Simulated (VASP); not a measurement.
# Au (P2_1/m) in VASP: a series of runs

The runs below take Au through single point, with PBEsol.

Everything below comes from runs of VASP 6.6.1. Logs are shortened: lines on timing, memory, paths and dates and some standing lists are left out, and cuts for length are marked.

### Step 1. The cell of the first run

Symmetry: P2_1/m, No. 11, monoclinic system. Conventional cell: a = 2.900 Å, b = 4.880 Å, c = 2.900 Å, α = 90.00°, β = 120.00°, γ = 90.00°. Au (site symmetry m) has 12 Au at 2.86 to 3.08 Å within 3.8 Å.

### Step 2. Single point, PBEsol (atom 1 (Au) moved by (-0.225, +0.000) A along x and y)

INCAR reads:

```
SYSTEM = Au
ALGO     = Fast           ! electronic algorithm
EDIFF    = 1E-7           ! SCF threshold, eV
ENCUT    = 520            ! plane-wave cutoff, eV
GGA      = PS             ! functional
ISIF     = 2              ! what is computed and relaxed
ISMEAR   = 0              ! smearing method
LASPH    = .TRUE.         ! aspherical terms in the spheres
LCHARG   = .FALSE.        ! write CHGCAR
LREAL    = .FALSE.        ! projectors in reciprocal space
LWAVE    = .FALSE.        ! write WAVECAR
NBANDS   = 18             ! bands
NELM     = 60             ! most SCF steps
PREC     = Accurate       ! precision mode
SIGMA    = 0.15           ! smearing width, eV
```

KPOINTS reads:

```
k-points
0
G
  18 18 10
  0 0 0
```

POSCAR reads:

```
Au
1.0
    2.8999984104      0.0000000000      0.0000000000
   -1.4499992052      2.5114722944      0.0000000000
    0.0000000000      0.0000000000      4.8800000000
Au
2
Direct
    0.2557470839      0.6666666667      0.7500000000
    0.6666666667      0.3333333333      0.2500000000
```

Potentials or basis: VASP PAW PBE potentials, release 64 (Au).

Command:

```bash
$ cat potpaw_PBE.64/Au/POTCAR > POTCAR
$ mpirun -np 1 vasp_std > vasp.out
```

OUTCAR:

```text
SYSTEM = Au
   EDIFF = 1E-7
   ENCUT = 520
   GGA = PS
   ISIF = 2
   ISMEAR = 0
   LASPH = .TRUE.
   LREAL = .FALSE.
   NELM = 60
   PREC = Accurate

 ion  position               nearest neighbor table
   1  0.256  0.667  0.750-   2 2.86   2 2.86   2 2.97   2 2.97   2 3.08   2 3.08
   2  0.667  0.333  0.250-   1 2.86   1 2.86   1 2.97   1 2.97   1 3.08   1 3.08

  LATTYP: Found a hexagonal cell.
 ALAT       =     2.8999984104
 C/A-ratio  =     1.6827595431

  Lattice vectors:

 A1 = (   2.8999984104,   0.0000000000,   0.0000000000)
 A2 = (  -1.4499992052,   2.5114722944,   0.0000000000)
 A3 = (   0.0000000000,   0.0000000000,   4.8800000000)

Analysis of symmetry for initial positions (statically):
=====================================================================
 Subroutine PRICEL returns:
 Original cell was already a primitive cell.

 Routine SETGRP: Setting up the symmetry group for a
 hexagonal supercell.

 Subroutine GETGRP returns: Found  4 space group operations
 (whereof  1 operations were pure point group operations)
 out of a pool of 24 trial point group operations.

The static configuration has the point symmetry C_1 .
 The point group associated with its full space group is C_2h.

Analysis of symmetry for dynamics (positions and initial velocities):
=====================================================================
 Subroutine PRICEL returns:
 Original cell was already a primitive cell.

 Routine SETGRP: Setting up the symmetry group for a
 hexagonal supercell.

 Subroutine GETGRP returns: Found  4 space group operations
 (whereof  1 operations were pure point group operations)
 out of a pool of 24 trial point group operations.

The dynamic configuration has the point symmetry C_1 .
 The point group associated with its full space group is C_2h.

 Subroutine INISYM returns: Found  4 space group operations
 (whereof  1 operations are pure point group operations),
 and found     1 'primitive' translations

----------------------------------------------------------------------------------------

                                     Primitive cell

  volume of cell :      35.5423

  direct lattice vectors                    reciprocal lattice vectors
     2.899998410  0.000000000  0.000000000     0.344827775  0.199086409  0.000000000
    -1.449999205  2.511472294  0.000000000     0.000000000  0.398172818  0.000000000
     0.000000000  0.000000000  4.880000000     0.000000000  0.000000000  0.204918033

  length of vectors
     2.899998410  2.899998410  4.880000000     0.398172818  0.398172818  0.204918033

  position of ions in fractional coordinates (direct lattice)
     0.255747084  0.666666667  0.750000000
     0.666666667  0.333333333  0.250000000

  ion indices of the primitive-cell ions
   primitive index   ion index
                 1           1
                 2           2

----------------------------------------------------------------------------------------

 KPOINTS: k-points

Automatic generation of k-mesh.
 Grid dimensions read from file:
 generate k-points for:   18   18   10

 Generating k-lattice:

  Cartesian coordinates                     Fractional coordinates (reciprocal lattice)
     0.019157099  0.011060356  0.000000000     0.055555556  0.000000000  0.000000000
     0.000000000  0.022120712  0.000000000     0.000000000  0.055555556  0.000000000
     0.000000000  0.000000000  0.020491803     0.000000000  0.000000000  0.100000000

  Length of vectors
     0.022120712  0.022120712  0.020491803

  Shift w.r.t. Gamma in fractional coordinates (k-lattice)
     0.000000000  0.000000000  0.000000000

 Subroutine IBZKPT returns following result:
 ===========================================

 Found    984 irreducible k-points:

 Following reciprocal coordinates:
            Coordinates               Weight
  0.000000  0.000000  0.000000      1.000000
  0.055556  0.000000  0.000000      2.000000
  0.000000  0.055556  0.000000      2.000000
 -0.055556  0.055556  0.000000      2.000000
  0.111111  0.000000  0.000000      2.000000
  0.000000  0.111111  0.000000      2.000000
[... 16 lines left out ...]
  0.444444 -0.000000  0.000000      2.000000
  0.000000  0.444444  0.000000      2.000000
 [... further k-points ...]
   k-points           NKPTS =    984   k-points in BZ     NKDIM =    984   number of bands    NBANDS=     18
   number of dos      NEDOS =    301   number of ions     NIONS =      2
   total plane-waves  NPLWV =  20736
   dimension x,y,z NGX =    24 NGY =   24 NGZ =   36
   dimension x,y,z NGXF=    48 NGYF=   48 NGZF=   72
   ions per type =               2
   NGX,Y,Z   is equivalent  to a cutoff of  13.76, 13.76, 12.26 a.u.
   NGXF,Y,Z  is equivalent  to a cutoff of  27.52, 27.52, 24.53 a.u.
 SYSTEM =  Au
   PREC   = accura    normal or accurate (medium, high low for compatibility)
   ISTART =      0    job   : 0-new  1-cont  2-samecut
   ICHARG =      2    charge: 1-file 2-atom 10-const
   ISPIN  =      1    spin polarized calculation?
   LNONCOLLINEAR =      F non collinear calculations
   LSORBIT =      F    spin-orbit coupling
   LASPH  =      T    aspherical Exc in radial PAW
   ENCUT  =  520.0 eV  38.22 Ry    6.18 a.u.   5.39  5.39  9.07*2*pi/ulx,y,z
   NELM   =     60;   NELMIN=  2; NELMDL= -5     # of ELM steps
   EDIFF  = 0.1E-06   stopping-criterion for ELM
   LREAL  =      F    real-space projection
   EDIFFG = 0.1E-05   stopping-criterion for IOM
   NSW    =      0    number of steps for IOM
   IBRION =     -1    ionic relax: 0-MD 1-quasi-New 2-CG
   NFREE  =      0    steps in history (QN), initial steepest desc. (CG)
   ISIF   =      2    stress and relaxation
   ISYM   =      2    0-nonsym 1-usesym 2-fastsym
   POTIM  = 0.5000    time-step for ionic-motion
   TEBEG  =    0.0;   TEEND  =   0.0 temperature during run
   PSTRESS=    0.0 pullay stress
   NELECT =      22.0000    total number of electrons
   NUPDOWN=      -1.0000    fix difference up-down
   EMIN   =  10.00;   EMAX   =-10.00  energy-range for DOS
   EFERMI =   0.00;   METHOD = LEGACY
   ISMEAR =     0;   SIGMA  =   0.15  broadening in eV -4-tet -1-fermi 0-gaus
   EFERMI_NEDOS =   21; number of points for ismear=-14 and -15
   IALGO  =     68    algorithm
   IMIX   =      4    mixing-type and parameters
     AMIX     =   0.40;   BMIX     =  1.00
     AMIX_MAG =   1.60;   BMIX_MAG =  1.00
  volume/ion in A,a.u.               =      17.77       119.93
  Fermi-wavevector in a.u.,A,eV,Ry     =   1.395191  2.636529 26.484537  1.946559
  Thomas-Fermi vector in A             =   2.518667
   LORBIT       =      0    0 simple, 1 ext, 2 COOP (PROOUT), +10 PAW based schemes
   GGA     = PS    functional components
   LHFCALC =     F    Hartree Fock is set to
   AEXX    =    0.0000 exact exchange contribution
   IVDW    =     0    specifies the selected vdW correction
   LEPSILON=     F    determine dielectric tensor
   LRPA    =     F    only Hartree local field effects (RPA)
 non-spin polarized calculation
 RMM-DIIS sequential band-by-band and
 Gauss-broadening in eV      SIGMA  =   0.15
  energy-cutoff  :      520.00
  volume of cell :       35.54
 maximum number of plane-waves:       984
 NGX is ok and might be reduce to    24
   NGX = 11   NGY = 11   NGZ = 19

 number of electron      22.0000000 magnetization

 Free energy of the ion-electron system (eV)
  ---------------------------------------------------
  ext. energy  EPLUGINS =         0.00000000
  ---------------------------------------------------
  free energy    TOTEN  =        -7.79091867 eV

  energy without entropy =       -7.78154758  energy(sigma->0) =       -7.78623313

 E-fermi :   8.5486     XC(G=0): -12.6350

 val. band max:        8.5484516375   @ k =   0.5000  -0.1111  -0.2000
 cond. band min:       8.5503715592   @ k =   0.5000   0.2778   0.2000
 fundamental gap:      0.0019199216
 Fermi energy:         8.5485731747

 k-point     1 :       0.0000    0.0000    0.0000
  band No.  band energies     occupation
      1      -0.8911      2.00000
      2       1.5464      2.00000
      3       3.8056      2.00000
      4       4.1804      2.00000
      5       4.3070      2.00000
      6       4.4746      2.00000
[... 10 lines left out ...]
     17      26.1718      0.00000
     18      27.6324      0.00000

 k-point     2 :       0.0556    0.0000    0.0000
  band No.  band energies     occupation
      1      -0.7953      2.00000
      2       1.6287      2.00000
      3       3.7929      2.00000
      4       4.1747      2.00000
      5       4.3609      2.00000
      6       4.5338      2.00000
[... 10 lines left out ...]
     17      25.6669      0.00000
     18      26.9259      0.00000

 k-point     3 :       0.0000    0.0556    0.0000
  band No.  band energies     occupation
      1      -0.7961      2.00000
      2       1.6261      2.00000
      3       3.8066      2.00000
      4       4.1944      2.00000
      5       4.3443      2.00000
      6       4.4656      2.00000
[... 10 lines left out ...]
     17      25.4929      0.00000
     18      27.2636      0.00000

 k-point     4 :      -0.0556    0.0556    0.0000
  band No.  band energies     occupation
      1      -0.7974      2.00000
      2       1.6218      2.00000
      3       3.8095      2.00000
      4       4.2406      2.00000
      5       4.3008      2.00000
      6       4.4573      2.00000
[... 10 lines left out ...]
     17      25.7196      0.00000
     18      27.0758      0.00000

 k-point     5 :       0.1111    0.0000    0.0000
  band No.  band energies     occupation
      1      -0.5131      2.00000
      2       1.8631      2.00000
      3       3.7257      2.00000
      4       4.1583      2.00000
      5       4.5351      2.00000
      6       4.6048      2.00000
[... 10 lines left out ...]
     17      25.0216      0.00000
     18      26.3466      0.00000

 k-point     6 :       0.0000    0.1111    0.0000
  band No.  band energies     occupation
      1      -0.5170      2.00000
      2       1.8512      2.00000
      3       3.7713      2.00000
      4       4.2091      2.00000
      5       4.4330      2.00000
      6       4.5095      2.00000
[... 10 lines left out ...]
     17      24.8726      0.00000
     18      26.9749      0.00000

 k-point     7 :      -0.1111    0.1111    0.0000
  band No.  band energies     occupation
      1      -0.5228      2.00000
      2       1.8315      2.00000
      3       3.7957      2.00000
      4       4.3021      2.00000
      5       4.3913      2.00000
      6       4.4414      2.00000
[... 10 lines left out ...]
     17      24.8005      0.00000
     18      26.9428      0.00000

 k-point     8 :       0.1667    0.0000    0.0000
  band No.  band energies     occupation
      1      -0.0624      2.00000
      2       2.1995      2.00000
      3       3.6100      2.00000
      4       4.0895      2.00000
      5       4.3805      2.00000
      6       4.7150      2.00000
[... 10 lines left out ...]
     17      25.2796      0.00000
     18      25.4069      0.00000
[... 229 lines left out ...]
     17      22.5677      0.00000
     18      24.3050      0.00000

 k-point    20 :       0.3889   -0.0000    0.0000
  band No.  band energies     occupation
      1       2.0594      2.00000
      2       2.3243      2.00000
      3       2.9955      2.00000
      4       4.0607      2.00000
      5       4.1113      2.00000
      6       4.4728      2.00000
[... 10 lines left out ...]
     17      20.6615      0.00000
     18      24.0858      0.00000

 k-point    21 :       0.0000    0.3889    0.0000
  band No.  band energies     occupation
      1       1.9134      2.00000
      2       2.2762      2.00000
      3       2.8098      2.00000
      4       4.2264      2.00000
      5       4.3179      2.00000
      6       4.6190      2.00000
[... 10 lines left out ...]
     17      21.1565      0.00000
     18      24.2003      0.00000

 k-point    22 :      -0.3889    0.3889    0.0000
  band No.  band energies     occupation
      1       1.7142      2.00000
      2       2.1807      2.00000
      3       2.6472      2.00000
      4       4.2462      2.00000
      5       4.4027      2.00000
      6       4.9094      2.00000
[... 10 lines left out ...]
     17      21.7100      0.00000
     18      23.7861      0.00000

 k-point    23 :       0.4444   -0.0000    0.0000
  band No.  band energies     occupation
      1       2.1164      2.00000
      2       2.3130      2.00000
      3       2.8470      2.00000
      4       4.0166      2.00000
      5       4.3630      2.00000
      6       4.3988      2.00000
[... 10 lines left out ...]
     17      19.5924      0.00000
     18      23.6806      0.00000

 k-point    24 :       0.0000    0.4444    0.0000
  band No.  band energies     occupation
      1       2.0433      2.00000
      2       2.1734      2.00000
      3       2.6523      2.00000
      4       4.2545      2.00000
      5       4.4389      2.00000
      6       4.5390      2.00000
[... 10 lines left out ...]
     17      20.3276      0.00000
     18      23.8608      0.00000

 [... further k-points ...]
[... 5 lines left out ...]
  --------------------------------------------------------------------------------------
  -------------------------------------------------------------------------------------
  Total       -1.4569470     -1.4723897     -1.2368413      0.0728847      0.0000000      0.0000000
  in kB      -65.6762524    -66.3723796    -55.7543265      3.2854966      0.0000000      0.0000000
  external PRESSURE =     -62.6009861 kB  Pullay stress =       0.0000000 kB

 VOLUME and BASIS-vectors are now :
 -----------------------------------------------------------------------------
  energy-cutoff  :      520.00
  volume of cell :       35.54
      direct lattice vectors                 reciprocal lattice vectors
     2.899998410  0.000000000  0.000000000     0.344827775  0.199086409  0.000000000
    -1.449999205  2.511472294  0.000000000     0.000000000  0.398172818  0.000000000
     0.000000000  0.000000000  4.880000000     0.000000000  0.000000000  0.204918033

 POSITION                                       TOTAL-FORCE (eV/Angst)
 -----------------------------------------------------------------------------------
     -0.22500      1.67431      3.66000         0.088682      0.061993      0.000000
      1.45000      0.83716      1.22000        -0.088682     -0.061993      0.000000
 -----------------------------------------------------------------------------------
    total drift:                                0.000006     -0.000000      0.000000

  FREE ENERGIE OF THE ION-ELECTRON SYSTEM (eV)
  ---------------------------------------------------
  free  energy   TOTEN  =        -7.7909186681 eV

  energy  without entropy=       -7.7815475819  energy(sigma->0) =       -7.78623313
```

Run time: 5.4 min. Hardware: 1 thread of AMD EPYC 9R45 (Zen 5), shared host; peak memory 0.55 GiB.

What came out:

- Free energy: -7.7909 eV
- Pressure: -6.3 GPa
- Largest force: 0.108 eV/Å
- Band gap on the k mesh: zero (band 11 reaches 12.46 eV, above the bottom of band 12 at 6.09 eV)

Forces on the atoms (eV/Å):
```
Au   0.089  0.062  0.000
Au  -0.089 -0.062  0.000
```

Stress tensor (GPa, compression positive):
```
-6.57  0.33  0.00
 0.33 -6.64  0.00
 0.00  0.00 -5.58
```

Caveat: the cell differs from its parent crystal (atom 1 (Au) moved by (-0.225, +0.000) A along x and y); the PAW data sets were made with another functional, which shifts forces and pressure a little; spin-orbit coupling is left out, which moves the levels of the heavy elements.

### Step 3. Single point, PBEsol (atom 1 (Au) moved by (-0.225, +0.450) A along x and y)

INCAR reads:

```
SYSTEM = Au
PREC     = Accurate       ! precision mode
ENCUT    = 520            ! plane-wave cutoff, eV
EDIFF    = 1E-6           ! SCF threshold, eV
ISMEAR   = 0              ! smearing method
SIGMA    = 0.15           ! smearing width, eV
LREAL    = .False.        ! projectors in reciprocal space
LASPH    = .True.         ! aspherical terms in the spheres
NELM     = 60             ! most SCF steps
ALGO     = Fast           ! electronic algorithm
ISIF     = 2              ! what is computed and relaxed
LWAVE    = .False.        ! write WAVECAR
LCHARG   = .False.        ! write CHGCAR
GGA      = PS             ! functional
NBANDS   = 18             ! bands
```

KPOINTS reads:

```
Automatic mesh
0
Gamma
  18 18 10
  0 0 0
```

POSCAR: that of step 2 with these lines changed.

```diff
@@ -8,3 +8,3 @@
 Direct
-    0.2557470839      0.6666666667      0.7500000000
+    0.3453359679      0.8458444346      0.7500000000
     0.6666666667      0.3333333333      0.2500000000
```

Potentials or basis: VASP PAW PBE potentials, release 64 (Au).

Command:

```bash
$ cat potpaw_PBE.64/Au/POTCAR > POTCAR
$ mpirun -np 1 vasp_std > vasp.out
```

It took 4.8 min on 1 thread of AMD EPYC 9R45 (Zen 5), shared host; peak memory 0.55 GiB.

Results (log left out):

```yaml
Free_energy: -7.7377 eV
Pressure: -4.6 GPa
Largest_force: 0.385 eV/Å
Band_gap_on_the_k_mesh: zero (band 11 reaches 12.06 eV, above the bottom of band 12 at 6.05 eV)
```

Forces in eV/Å, atoms in the order of the input:
```
Au  -0.101 -0.371  0.000
Au   0.101  0.371  0.000
```

Stress tensor (GPa, compression positive):
```
-7.06  0.42  0.00
 0.42 -5.74  0.00
 0.00  0.00 -0.90
```

Levels at points of the mesh, in eV from the Fermi level:
| k point | band 8 | band 9 | band 10 | band 11 | band 12 | band 13 | band 14 | band 15 |
| --- | --- | --- | --- | --- | --- | --- | --- | --- |
| (0.00, 0.00, 0.00) | -3.83 | -2.92 | -2.56 | -1.78 | -0.98 | 2.66 | 14.51 | 15.59 |
| (0.50, 0.00, 0.00) | -2.64 | -1.75 | -1.69 | 0.32 | 1.56 | 5.44 | 7.01 | 7.22 |
| (0.00, 0.50, 0.00) | -2.14 | -1.88 | -1.59 | 0.85 | 1.12 | 6.04 | 6.66 | 9.15 |
| (0.50, 0.50, 0.00) | -2.03 | -1.78 | -1.66 | -0.41 | 1.93 | 4.89 | 5.30 | 7.93 |
| (0.00, 0.00, 0.50) | -4.19 | -2.65 | -2.65 | -2.52 | -2.52 | 10.26 | 10.26 | 15.19 |
| (0.50, 0.00, 0.50) | -2.03 | -1.72 | -1.72 | 0.59 | 0.59 | 3.73 | 3.73 | 11.88 |
| (0.00, 0.50, 0.50) | -1.75 | -1.59 | -1.59 | 0.01 | 0.01 | 4.03 | 4.03 | 12.23 |
| (0.50, 0.50, 0.50) | -2.69 | -1.72 | -1.72 | 1.41 | 1.41 | 3.09 | 3.09 | 12.70 |

Caveat: the cell differs from its parent crystal (atom 1 (Au) moved by (-0.225, +0.450) A along x and y); the PAW data sets were made with another functional, which shifts forces and pressure a little; spin-orbit coupling is left out, which moves the levels of the heavy elements.

(Continued in part 2 of 2.)
